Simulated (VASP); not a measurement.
Input of a VASP 6.6.1 run:

POSCAR

```
Mo2Br
1.0
    0.0000000000      3.8022097668      3.8022097668
    3.8022097668      0.0000000000      3.8022097668
    3.8022097668      3.8022097668      0.0000000000
Mo Br
4 2
Direct
    0.1250000000      0.1250000000      0.1250000000
    0.6250000000      0.1250000000      0.1250000000
    0.1250000000      0.1250000000      0.6250000000
    0.1250000000      0.6250000000      0.1250000000
    0.5000000000      0.5000000000      0.5000000000
    0.7500000000      0.7500000000      0.7500000000
```

File INCAR.step1:

```
SYSTEM = Mo2Br
PREC = Accurate
ENCUT = 520
ISMEAR = 0
SIGMA = 0.1
LREAL = .False.
LASPH = .True.
NELM = 60
NBANDS = 44
GGA = PE
ALGO = Normal
EDIFF = 1E-4
LWAVE = .True.
LCHARG = .False.
```

Contents of INCAR.step2:

```
SYSTEM = Mo2Br
PREC = Accurate
ENCUT = 520
EDIFF = 1E-6
ISMEAR = 0
SIGMA = 0.1
LREAL = .False.
LASPH = .True.
NELM = 60
ALGO = Normal
ISIF = 2
LWAVE = .False.
LCHARG = .False.
METAGGA = R2SCAN
LMIXTAU = .True.
NBANDS = 44
ISTART = 1
```

File KPOINTS:

```
regular mesh
0
Gamma
  8 8 8
  0 0 0
```

Potentials or basis: VASP PAW PBE potentials, release 64 (Mo_sv, Br).

Run with:

```sh
$ cat potpaw_PBE.64/Mo_sv/POTCAR potpaw_PBE.64/Br/POTCAR > POTCAR
$ cp INCAR.step1 INCAR
$ mpirun -np 1 vasp_std > vasp.out
$ cp INCAR.step2 INCAR
$ mpirun -np 1 vasp_std > vasp.out
```

What does it give for the pressure?

0.5 GPa.

Predict the band gap on the k mesh.

zero (bands 35 and 36 overlap by 2.13 eV).

Caveat: the PAW data sets were made with another functional, which shifts forces and pressure a little.
